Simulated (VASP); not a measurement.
# AgI (P6_3mc) in VASP: further runs

The runs below take AgI through single point, relaxation of cell and atoms, with PBEsol.

All numbers are computed with VASP 6.6.1; they aren't measurements. Logs are shortened: lines on timing, memory, paths and dates and some standing lists are left out, and cuts for length are marked.

## 1. The cell of the first run

It takes space group P6_3mc (No. 186, hexagonal). Conventional cell: a = 4.559 Å, b = 4.559 Å, c = 7.454 Å, α = 90.00°, β = 90.00°, γ = 120.00°. Ag (site symmetry 3m) has 4 I at 2.79 Å within 3.7 Å. I (site symmetry 3m) has 4 Ag at 2.79 Å within 3.7 Å.

## 2. Single point, PBEsol

INCAR reads:

```
SYSTEM = AgI
PREC = Accurate
ENCUT = 500
EDIFF = 1E-6
ISMEAR = -1
SIGMA = 0.1
LREAL = .FALSE.
LASPH = .TRUE.
NELM = 120
ALGO = Normal
ISIF = 2
LWAVE = .FALSE.
LCHARG = .TRUE.
GGA = PS
LELF = .TRUE.
LVHAR = .TRUE.
NBANDS = 26
GGA_COMPAT = .FALSE.
```

KPOINTS reads:

```
Automatic mesh
0
G
  8 8 4
  0 0 0
```

POSCAR reads:

```
AgI
1.0
    4.5590943184      0.0000000000      0.0000000000
   -2.2795471592      3.9482914980      0.0000000000
    0.0000000000      0.0000000000      7.4539507573
Ag I
2 2
Direct
    0.6666666667      0.3333333333      0.6275530660
    0.3333333333      0.6666666667      0.1275530660
    0.6666666667      0.3333333333      0.0024469340
    0.3333333333      0.6666666667      0.5024469340
```

Potentials or basis: VASP PAW PBE potentials, release 64 (Ag, I).

Run with:

```sh
cat potpaw_PBE.64/Ag/POTCAR potpaw_PBE.64/I/POTCAR > POTCAR
mpirun -np 1 vasp_std > vasp.out
```

OUTCAR:

```text
SYSTEM = AgI
   PREC = Accurate
   ENCUT = 500
   EDIFF = 1E-6
   ISMEAR = -1
   LREAL = .FALSE.
   LASPH = .TRUE.
   NELM = 120
   ISIF = 2
   GGA = PS

 ion  position               nearest neighbor table
   1  0.667  0.333  0.628-   4 2.79   4 2.79   4 2.79   3 2.79
   2  0.333  0.667  0.128-   3 2.79   3 2.79   3 2.79   4 2.79
   3  0.667  0.333  0.002-   2 2.79   2 2.79   2 2.79   1 2.79
   4  0.333  0.667  0.502-   1 2.79   1 2.79   1 2.79   2 2.79

  LATTYP: Found a hexagonal cell.
 ALAT       =     4.5590943184
 C/A-ratio  =     1.6349630512

  Lattice vectors:

 A1 = (   4.5590943184,   0.0000000000,   0.0000000000)
 A2 = (  -2.2795471592,   3.9482914980,   0.0000000000)
 A3 = (   0.0000000000,   0.0000000000,   7.4539507573)

Analysis of symmetry for initial positions (statically):
=====================================================================
 Subroutine PRICEL returns:
 Original cell was already a primitive cell.

 Routine SETGRP: Setting up the symmetry group for a
 hexagonal supercell.

 Subroutine GETGRP returns: Found 12 space group operations
 (whereof  6 operations were pure point group operations)
 out of a pool of 24 trial point group operations.

The static configuration has the point symmetry C_3v.
 The point group associated with its full space group is C_6v.

Analysis of symmetry for dynamics (positions and initial velocities):
=====================================================================
 Subroutine PRICEL returns:
 Original cell was already a primitive cell.

 Routine SETGRP: Setting up the symmetry group for a
 hexagonal supercell.

 Subroutine GETGRP returns: Found 12 space group operations
 (whereof  6 operations were pure point group operations)
 out of a pool of 24 trial point group operations.

The dynamic configuration has the point symmetry C_3v.
 The point group associated with its full space group is C_6v.

 Subroutine INISYM returns: Found 12 space group operations
 (whereof  6 operations are pure point group operations),
 and found     1 'primitive' translations

----------------------------------------------------------------------------------------

                                     Primitive cell

  volume of cell :     134.1758

  direct lattice vectors                    reciprocal lattice vectors
     4.559094318  0.000000000  0.000000000     0.219341810  0.126637053  0.000000000
    -2.279547159  3.948291498  0.000000000     0.000000000  0.253274106  0.000000000
     0.000000000  0.000000000  7.453950757     0.000000000  0.000000000  0.134157044

  length of vectors
     4.559094318  4.559094318  7.453950757     0.253274106  0.253274106  0.134157044

  position of ions in fractional coordinates (direct lattice)
     0.666666667  0.333333333  0.627553066
     0.333333333  0.666666667  0.127553066
     0.666666667  0.333333333  0.002446934
     0.333333333  0.666666667  0.502446934

  ion indices of the primitive-cell ions
   primitive index   ion index
                 1           1
                 2           2
                 3           3
                 4           4

----------------------------------------------------------------------------------------

 KPOINTS: Automatic mesh

Automatic generation of k-mesh.
 Grid dimensions read from file:
 generate k-points for:    8    8    4

 Generating k-lattice:

  Cartesian coordinates                     Fractional coordinates (reciprocal lattice)
     0.027417726  0.015829632  0.000000000     0.125000000 -0.000000000  0.000000000
     0.000000000  0.031659263  0.000000000     0.000000000  0.125000000  0.000000000
     0.000000000  0.000000000  0.033539261     0.000000000  0.000000000  0.250000000

  Length of vectors
     0.031659263  0.031659263  0.033539261

  Shift w.r.t. Gamma in fractional coordinates (k-lattice)
     0.000000000  0.000000000  0.000000000

 Subroutine IBZKPT returns following result:
 ===========================================

 Found     30 irreducible k-points:

 Following reciprocal coordinates:
            Coordinates               Weight
  0.000000  0.000000  0.000000      1.000000
  0.125000 -0.000000  0.000000      6.000000
  0.250000 -0.000000  0.000000      6.000000
  0.375000  0.000000  0.000000      6.000000
  0.500000 -0.000000  0.000000      3.000000
  0.125000  0.125000  0.000000      6.000000
[... 16 lines left out ...]
  0.250000 -0.000000  0.500000      6.000000
  0.375000  0.000000  0.500000      6.000000
 [... further k-points ...]
   k-points           NKPTS =     30   k-points in BZ     NKDIM =     30   number of bands    NBANDS=     26
   number of dos      NEDOS =    301   number of ions     NIONS =      4
   total plane-waves  NPLWV =  69984
   dimension x,y,z NGX =    36 NGY =   36 NGZ =   54
   dimension x,y,z NGXF=    72 NGYF=   72 NGZF=  108
   ions per type =               2   2
   NGX,Y,Z   is equivalent  to a cutoff of  13.13, 13.13, 12.04 a.u.
   NGXF,Y,Z  is equivalent  to a cutoff of  26.25, 26.25, 24.09 a.u.
 SYSTEM =  AgI
   PREC   = accura    normal or accurate (medium, high low for compatibility)
   ISTART =      0    job   : 0-new  1-cont  2-samecut
   ICHARG =      2    charge: 1-file 2-atom 10-const
   ISPIN  =      1    spin polarized calculation?
   LNONCOLLINEAR =      F non collinear calculations
   LSORBIT =      F    spin-orbit coupling
   LASPH  =      T    aspherical Exc in radial PAW
   ENCUT  =  500.0 eV  36.75 Ry    6.06 a.u.   8.31  8.31 13.59*2*pi/ulx,y,z
   NELM   =    120;   NELMIN=  2; NELMDL= -5     # of ELM steps
   EDIFF  = 0.1E-05   stopping-criterion for ELM
   LREAL  =      F    real-space projection
   EDIFFG = 0.1E-04   stopping-criterion for IOM
   NSW    =      0    number of steps for IOM
   IBRION =     -1    ionic relax: 0-MD 1-quasi-New 2-CG
   NFREE  =      0    steps in history (QN), initial steepest desc. (CG)
   ISIF   =      2    stress and relaxation
   ISYM   =      2    0-nonsym 1-usesym 2-fastsym
   POTIM  = 0.5000    time-step for ionic-motion
   TEBEG  =    0.0;   TEEND  =   0.0 temperature during run
   PSTRESS=    0.0 pullay stress
   NELECT =      36.0000    total number of electrons
   NUPDOWN=      -1.0000    fix difference up-down
   EMIN   =  10.00;   EMAX   =-10.00  energy-range for DOS
   EFERMI =   0.00;   METHOD = LEGACY
   ISMEAR =    -1;   SIGMA  =   0.10  broadening in eV -4-tet -1-fermi 0-gaus
   EFERMI_NEDOS =   21; number of points for ismear=-14 and -15
   IALGO  =     38    algorithm
   IMIX   =      4    mixing-type and parameters
     AMIX     =   0.40;   BMIX     =  1.00
     AMIX_MAG =   1.60;   BMIX_MAG =  1.00
  volume/ion in A,a.u.               =      33.54       226.37
  Fermi-wavevector in a.u.,A,eV,Ry     =   1.055887  1.995338 15.169108  1.114898
  Thomas-Fermi vector in A             =   2.191102
   LORBIT       =      0    0 simple, 1 ext, 2 COOP (PROOUT), +10 PAW based schemes
   GGA     = PS    functional components
   LHFCALC =     F    Hartree Fock is set to
   AEXX    =    0.0000 exact exchange contribution
   IVDW    =     0    specifies the selected vdW correction
   LEPSILON=     F    determine dielectric tensor
   LRPA    =     F    only Hartree local field effects (RPA)
 non-spin polarized calculation
  energy-cutoff  :      500.00
  volume of cell :      134.18
 maximum number of plane-waves:      3424
 NGX is ok and might be reduce to    36
   NGX = 17   NGY = 17   NGZ = 27

 number of electron      36.0000003 magnetization

 Free energy of the ion-electron system (eV)
  ---------------------------------------------------
  ext. energy  EPLUGINS =         0.00000000
  ---------------------------------------------------
  free energy    TOTEN  =       -10.90960596 eV

  energy without entropy =      -10.90952632  energy(sigma->0) =      -10.90956614

 E-fermi :   3.9678     XC(G=0):  -8.7269

 val. band max:        3.2410176306   @ k =   0.0000   0.0000   0.0000
 cond. band min:       4.4738592255   @ k =   0.0000   0.0000   0.0000
 fundamental gap:      1.2328415949
 Fermi energy:         3.9678322918

 k-point     1 :       0.0000    0.0000    0.0000
  band No.  band energies     occupation
      1      -9.7273      2.00000
      2      -9.4136      2.00000
      3      -1.1074      2.00000
      4      -1.1043      2.00000
      5      -1.1043      2.00000
      6      -1.0884      2.00000
[... 18 lines left out ...]
     25       9.8026      0.00000
     26      10.5175      0.00000

 k-point     2 :       0.1250   -0.0000    0.0000
  band No.  band energies     occupation
      1      -9.6886      2.00000
      2      -9.3942      2.00000
      3      -1.1442      2.00000
      4      -1.0804      2.00000
      5      -1.0775      2.00000
      6      -1.0211      2.00000
[... 18 lines left out ...]
     25      10.1223      0.00000
     26      10.2352      0.00000

 k-point     3 :       0.2500   -0.0000    0.0000
  band No.  band energies     occupation
      1      -9.5888      2.00000
      2      -9.3504      2.00000
      3      -1.2220      2.00000
      4      -1.0607      2.00000
      5      -1.0155      2.00000
      6      -0.9379      2.00000
[... 18 lines left out ...]
     25      10.2191      0.00000
     26      10.6615      0.00000

 k-point     4 :       0.3750    0.0000    0.0000
  band No.  band energies     occupation
      1      -9.4744      2.00000
      2      -9.3168      2.00000
      3      -1.2583      2.00000
      4      -1.1035      2.00000
      5      -0.9598      2.00000
      6      -0.8233      2.00000
[... 18 lines left out ...]
     25      10.5768      0.00000
     26      11.4359      0.00000
[... 496 lines left out ...]
      1      -9.5445      2.00000
      2      -9.5445      2.00000
      3      -1.2324      2.00000
      4      -1.2324      2.00000
      5      -1.0141      2.00000
      6      -1.0141      2.00000
[... 18 lines left out ...]
     25       9.4501      0.00000
     26       9.4501      0.00000

 k-point    23 :       0.2500   -0.0000    0.5000
  band No.  band energies     occupation
      1      -9.4708      2.00000
      2      -9.4708      2.00000
      3      -1.2891      2.00000
      4      -1.2891      2.00000
      5      -0.9278      2.00000
      6      -0.9278      2.00000
[... 18 lines left out ...]
     25      10.0485      0.00000
     26      10.0485      0.00000

 k-point    24 :       0.3750    0.0000    0.5000
  band No.  band energies     occupation
      1      -9.3945      2.00000
      2      -9.3945      2.00000
      3      -1.3386      2.00000
      4      -1.3386      2.00000
      5      -0.8409      2.00000
      6      -0.8409      2.00000
[... 18 lines left out ...]
     25      10.5042      0.00000
     26      10.5042      0.00000

 [... further k-points ...]

------------------------ aborting loop because EDIFF is reached ----------------------------------------

  FORCE on cell =-STRESS in cart. coord.  units (eV):
  Direction    XX          YY          ZZ          XY          YZ          ZX
  --------------------------------------------------------------------------------------
  -------------------------------------------------------------------------------------
  Total       -0.0304816     -0.0304816     -0.0348308      0.0000000      0.0000000     -0.0000000
  in kB       -0.3639773     -0.3639773     -0.4159100      0.0000000      0.0000000     -0.0000000
  external PRESSURE =      -0.3812882 kB  Pullay stress =       0.0000000 kB

 VOLUME and BASIS-vectors are now :
 -----------------------------------------------------------------------------
  energy-cutoff  :      500.00
  volume of cell :      134.18
      direct lattice vectors                 reciprocal lattice vectors
     4.559094318  0.000000000  0.000000000     0.219341810  0.126637053  0.000000000
    -2.279547159  3.948291498  0.000000000     0.000000000  0.253274106  0.000000000
     0.000000000  0.000000000  7.453950757     0.000000000  0.000000000  0.134157044

 POSITION                                       TOTAL-FORCE (eV/Angst)
 -----------------------------------------------------------------------------------
      2.27955      1.31610      4.67775        -0.000000      0.000000     -0.000453
     -0.00000      2.63219      0.95077         0.000000     -0.000000     -0.000453
      2.27955      1.31610      0.01824        -0.000000      0.000000      0.000453
     -0.00000      2.63219      3.74521         0.000000     -0.000000      0.000453
 -----------------------------------------------------------------------------------
    total drift:                               -0.000000      0.000000      0.001969

  FREE ENERGIE OF THE ION-ELECTRON SYSTEM (eV)
  ---------------------------------------------------
  free  energy   TOTEN  =       -10.9096059649 eV

  energy  without entropy=      -10.9095263199  energy(sigma->0) =      -10.90956614
```

Run time: 1.9 min. Hardware: 1 thread of AMD EPYC 9755, shared host; peak memory 0.26 GiB.

Results:

* Free energy: -10.9096 eV
* Pressure: 0.0 GPa
* Band gap on the k mesh: 1.23 eV

Caveat: the PAW data sets were made with another functional, which shifts forces and pressure a little; spin-orbit coupling is left out, which moves the levels of the heavy elements.

## 3. Relaxation of cell and atoms, PBEsol

This run uses another cell than the first one, of 34.30 Å³/atom.

INCAR reads:

```
ALGO = Normal
EDIFF = 1E-7
EDIFFG = -0.002
ENCUT = 500
GGA = PS
GGA_COMPAT = F
IBRION = 2
ISIF = 3
ISMEAR = -1
LASPH = T
LCHARG = F
LREAL = F
LWAVE = F
NELM = 120
NELMIN = 4
NSW = 100
PREC = Accurate
SIGMA = 0.1
```

KPOINTS reads:

```
k-points
0
Gamma
  8 8 4
```

POSCAR reads:

```
AgI
1.0
    4.5900000000      0.0000000000      0.0000000000
   -2.2950000000      3.9750566034      0.0000000000
    0.0000000000      0.0000000000      7.5200000000
Ag I
2 2
Direct
    0.6666666667      0.3333333333      0.6300000000
    0.3333333333      0.6666666667      0.1300000000
    0.6666666667      0.3333333333      0.0000000000
    0.3333333333      0.6666666667      0.5000000000
```

Potentials or basis: VASP PAW PBE potentials, release 64 (Ag, I).

Run with:

```sh
cat potpaw_PBE.64/Ag/POTCAR potpaw_PBE.64/I/POTCAR > POTCAR
mpirun -np 1 vasp_std > vasp.out
```

Wall time 12 min (1 thread of AMD EPYC 9755, shared host); peak memory 0.27 GiB.

It converged, with:

| Property | Result |
| --- | --- |
| Free energy | -10.9100 eV |
| Relaxed volume | 33.51 Å³/atom |
| Relaxed cell | a = 4.558 Å, b = 4.558 Å, c = 7.450 Å, α = 90.00°, β = 90.00°, γ = 120.00° |
| Space group after relaxing (to 0.1 Å) | P6_3mc (No. 186) |
| Energy gained by relaxing | 2.6 meV/atom |
| Ionic steps | 11 |
| Pressure after relaxing | 0.0 GPa |
| Band gap on the k mesh | 1.23 eV |

Step by step:
```tsv
step	energy change (eV)	largest force (eV/Å)	pressure (GPa)	volume (Å³)
1	0.0000	0.0790	-0.75	137.21
2	-0.0094	0.0393	-0.02	134.05
3	-0.0094	0.0355	0.06	133.78
4	-0.0094	0.0365	0.05	133.85
5	-0.0097	0.0196	0.01	133.97
6	-0.0097	0.0097	-0.01	134.03
7	-0.0098	0.0084	-0.01	134.03
8	-0.0101	0.0045	0.00	134.00
9	-0.0103	0.0027	0.02	133.94
10	-0.0102	0.0045	-0.05	134.20
11	-0.0103	0.0001	0.00	134.03
```

Final structure:
```
Ag I
1.0
     4.55775    0.00000    0.00000
    -2.27888    3.94713    0.00000
     0.00000    0.00000    7.45041
Ag I
2 2
Direct
  0.66667 0.33333 0.62751
  0.33333 0.66667 0.12751
  0.66667 0.33333 0.00249
  0.33333 0.66667 0.50249
```

Levels at points of the mesh, in eV from the valence-band top:
```
           k point  band 15  band 16  band 17  band 18  band 19  band 20  band 21  band 22
(0.00, 0.00, 0.00)    -0.75    -0.07     0.00     0.00     1.23     2.51     5.63     5.63
(0.50, 0.00, 0.00)    -2.31    -1.88    -1.11    -0.76     3.25     3.46     4.67     5.84
(0.00, 0.00, 0.50)    -0.39    -0.39    -0.39    -0.39     2.56     2.56     5.52     5.52
(0.50, 0.00, 0.50)    -1.32    -1.32    -1.30    -1.30     3.13     3.13     4.74     4.74
```

Caveat: the PAW data sets were made with another functional, which shifts forces and pressure a little; spin-orbit coupling is left out, which moves the levels of the heavy elements.

[end of part 1 of 2]
